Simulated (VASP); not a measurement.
Write the native input for VASP 6.6.1 that does the following.

```yaml
Task: electric field gradients
Functional: LDA
Potentials_or_basis: VASP PAW LDA potentials, release 64 (Zn, O)
Cutoff: 520 eV
k_mesh: 11 × 11 × 6
Occupations: fermi-dirac, width 0.02 eV
Spin: no spin polarisation
Dipole_correction: no
Further_INCAR_settings: ALGO = Normal; EDIFF = 1e-08; NBANDS = 26
```

The structure of ZnO lies in POSCAR:

```
ZnO
1.0
    3.2493987239      0.0000000000      0.0000000000
   -1.6246993619      2.8140618419      0.0000000000
    0.0000000000      0.0000000000      5.3599140000
Zn O
2 2
Direct
    0.3333333333      0.6666666667      0.0000000000
    0.6666666667      0.3333333333      0.5000000000
    0.3333333333      0.6666666667      0.3821000000
    0.6666666667      0.3333333333      0.8821000000
```

This cell differs from its parent crystal: zz strain of +3 %.

The input as run:

INCAR

```
SYSTEM = ZnO
PREC = Accurate ; ENCUT = 520
EDIFF = 1E-8 ; ISMEAR = -1
SIGMA = 0.02 ; LREAL = .False.
LASPH = .True. ; NELM = 120
ALGO = Normal ; ISIF = 2
LWAVE = .False. ; LCHARG = .False.
LEFG = .True. ; NBANDS = 26
GGA_COMPAT = .False.
```

KPOINTS

```
regular mesh
0
Gamma
  11 11 6
  0 0 0
```

Potentials or basis: VASP PAW LDA potentials, release 64 (Zn, O).

The run is started by

```sh
$ cat potpaw_LDA.64/Zn/POTCAR potpaw_LDA.64/O/POTCAR > POTCAR
$ mpirun -np 1 vasp_std > vasp.out
```

Results of the run:

```json
{
 "Pressure": "-9.4 GPa",
 "Largest force": "0.194 eV/Å",
 "Band gap on the k mesh": "0.66 eV, direct"
}
```

Caveat: the cell differs from its parent crystal (zz strain of +3 %); without QUAD_EFG the Cq values of the log hold for a quadrupole moment of 1 mb, not for the nuclei.

Wall time 27 s on 1 thread of Intel(R) Xeon(R) 6975P-C (Granite Rapids), on a shared host, peak memory 0.19 GiB.
